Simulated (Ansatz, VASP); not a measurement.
**Two plane-wave programs on Be5Ir**

```xyz
6
Lattice="4.1994 0.0000 0.0000 -2.0997 3.6368 0.0000 0.0000 0.0000 3.5276" Properties=species:S:1:pos:R:3 pbc="T T T"
Be    2.0997    1.2123    1.7638
Be    0.0000    2.4245    1.7638
Be   -1.2630    2.1877    0.0000
Be    2.5261    0.0000    0.0000
Be    0.8367    1.4491    0.0000
Ir    0.0000    0.0000    1.7638
```

Change from the starting cell: the structure that the rattled cell fell into.

Alike in both runs: task single point; functional PBE; k mesh 6 × 6 × 6; occupations gaussian, width 0.1 eV; collinear spin.

|  | VASP | Ansatz |
| --- | --- | --- |
| version | VASP 6.6.1 | Ansatz 0.2.0 |
| potentials or method | VASP PAW PBE potentials, release 64 (Be, Ir), cutoff 520 eV | scalar-relativistic, plane waves, PAW |
| valence electrons in the cell | 19 | 27 |

|  | VASP | Ansatz | Ansatz less VASP |
| --- | --- | --- | --- |
| gap on the k mesh at the Fermi level (eV) | none | none | - |
| pressure (GPa) | 0.2 | 0.1 | -0.19 |
| traceless stress, the component that is largest in VASP (GPa) | -0.35 | -0.39 | -0.038 |
| rms of the force components (eV/Å) | 0.005 | 0.005 | +0.0001 |
| net moment per atom (μB) | 0.00 | 0.00 | 0.000 |

Atom by atom the forces differ by 0.000 eV/Å (rms over components). A gap of «none» marks a metal or a gap that the smearing closes. The functional is the same, so the differences come from potentials, cutoffs and numerics. VASP's potentials hold 19 valence electrons a cell and Ansatz's 27, so a difference there can come from the potentials and not from the codes. Ansatz's warnings: seeded moment not kept.

Spin-orbit coupling is off throughout.
